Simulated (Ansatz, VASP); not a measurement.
## Two plane-wave programs on TaAl3N4

Contents of INCAR:

```
SYSTEM = TaAl3N4
  ALGO = Normal
  EDIFF = 1E-6
  EDIFFG = -0.04
  ENCUT = 600
  GGA = PE
  IBRION = 2
  ISIF = 3
  ISMEAR = 0
  ISPIN = 2
  LASPH = .True.
  LCHARG = .False.
  LMAXMIX = 4
  LORBIT = 11
  LREAL = .False.
  LWAVE = .False.
  MAGMOM = 1 0 0 0 0 0 0 0
  NELM = 150
  NSW = 90
  PREC = Accurate
  SIGMA = 0.1
```

Contents of KPOINTS:

```
k-points
0
Gamma
  4 4 4
  0 0 0
```

POSCAR

```
TaAl3N4
1.0
    4.7140467400      0.0000000000      0.0000000000
    0.0000000000      4.7140467400      0.0000000000
    0.0000000000      0.0000000000      4.7140467400
Ta Al N
1 3 4
Direct
    0.5000000000      0.5000000000      0.5000000000
    0.0000000000      0.5000000000      0.0000000000
    0.0000000000      0.0000000000      0.5000000000
    0.5000000000      0.0000000000      0.0000000000
    0.5000000000      0.0000000000      0.5000000000
    0.0000000000      0.0000000000      0.0000000000
    0.5000000000      0.5000000000      0.0000000000
    0.0000000000      0.5000000000      0.5000000000
```

Input for Ansatz:

```yaml
crystal:
  lattice:
    - [4.71404674, 0.0, 0.0]
    - [0.0, 4.71404674, 0.0]
    - [0.0, 0.0, 4.71404674]
  atoms:
    - { symbol: Ta, position: [0.5, 0.5, 0.5], spin: 1.0 }
    - { symbol: Al, position: [0.0, 0.5, 0.0] }
    - { symbol: Al, position: [0.0, 0.0, 0.5] }
    - { symbol: Al, position: [0.5, 0.0, 0.0] }
    - { symbol: "N", position: [0.5, 0.0, 0.5] }
    - { symbol: "N", position: [0.0, 0.0, 0.0] }
    - { symbol: "N", position: [0.5, 0.5, 0.0] }
    - { symbol: "N", position: [0.0, 0.5, 0.5] }
basis:
  ecutwfc: 420
kpoints:
  mp_grid: { grid: [4, 4, 4] }
hamiltonian:
  xc: pbe
scf:
  occupations: { method: gaussian, width: 0.1 }
  lower_state_search: "off"
output:
  forces: true
  stress: true
  eigenvalues: true
  populations: true
magnetization:
  spin_polarized: true
relax:
  adjacent_minimum: "off"
  f_tol: 0.04
  max_steps: 70
  cell: { stress_tol: 0.4 }
```

Alike in both runs: task relaxation of cell and atoms; functional PBE; k mesh 4 × 4 × 4; occupations gaussian, width 0.1 eV; collinear spin.

|  | VASP | Ansatz |
| --- | --- | --- |
| version | VASP 6.6.1 | Ansatz 0.2.0 |
| potentials or method | VASP PAW PBE potentials, release 64 (Ta_pv, Al, N), cutoff 600 eV | scalar-relativistic, plane waves, PAW |
| valence electrons in the cell | 40 | 42 |

Ansatz gave:

```
gap on the k mesh at the Fermi level, each at its own relaxed structure (eV) : none
net moment per atom (μB)                                                     : 0.00
relaxed volume (Å³/atom)                                                     : 9.38
relaxed cell length with the largest relative difference (Å)                 : 4.218
```

Problem. Which values does VASP return?

Solution. gap on the k mesh at the Fermi level, each at its own relaxed structure (eV): none; net moment per atom (μB): 0.00; relaxed volume (Å³/atom): 9.41; relaxed cell length with the largest relative difference (Å): 4.222.

A gap of «none» marks a metal or a gap that the smearing closes. VASP's potentials hold 40 valence electrons a cell and Ansatz's 42, so a difference there can come from the potentials and not from the codes. Ansatz's warnings: seeded moment not kept.

Neither program's run includes spin-orbit coupling. Noted on VASP's run: the volume moved by over 15 % at a fixed basis, so the end points are rough.
